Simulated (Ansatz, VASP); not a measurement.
One calculation of Pb, two programs

File INCAR:

```
PREC = Accurate ; ENCUT = 520
EDIFF = 1E-7 ; ISMEAR = -1
SIGMA = 0.1 ; LREAL = False
LASPH = True ; NELM = 80
ALGO = Normal ; ISIF = 2
LWAVE = False ; LCHARG = False
GGA = B5 ; ALDAX = 1.0
AGGAX = 1.0 ; AGGAC = 1.0
ALDAC = 0.0 ; NBANDS = 13
```

The input KPOINTS:

```
regular mesh
0
Gamma
  17 17 17
```

POSCAR

```
Pb
1.0
    0.0000000000      2.5185975840      2.5185975840
    2.5185975840      0.0000000000      2.5185975840
    2.5185975840      2.5185975840      0.0000000000
Pb
1
Direct
    0.0000000000      0.0000000000      0.0000000000
```

Input for Ansatz:

```yaml
crystal:
  lattice:
    - [0.0, 2.518597584, 2.518597584]
    - [2.518597584, 0.0, 2.518597584]
    - [2.518597584, 2.518597584, 0.0]
  atoms:
    - { symbol: Pb, position: [0.0, 0.0, 0.0] }
hamiltonian:
  xc: blyp
  pseudopotentials:
    kind: paw
    azcp:
      Pb: "pseudopotentials/Pb.paw.azcp"
basis:
  ecutwfc: 420
  fft_grid_basis: typed
kpoints:
  mp_grid: { grid: [17, 17, 17], shift: [0, 0, 0] }
magnetization:
  spin_polarized: false
scf:
  occupations: { method: fermi_dirac, width: 0.1 }
output:
  stress: true
```

Alike in both runs: task single point; functional BLYP; k mesh 17 × 17 × 17; occupations fermi-dirac, width 0.1 eV; no spin polarisation.

|  | VASP | Ansatz |
| --- | --- | --- |
| version | VASP 6.6.1 | Ansatz 0.2.0 |
| potentials or method | VASP PAW PBE potentials, release 64 (Pb_d), cutoff 520 eV | plane waves (420 eV) with PAW, scalar-relativistic |
| valence electrons in the cell | 14 | 14 |

```csv
,VASP,Ansatz,Ansatz less VASP
pressure (GPa),3.4,3.3,-0.09
```

VASP's potentials were made for PBE, not for BLYP.

Neither program's run includes spin-orbit coupling.
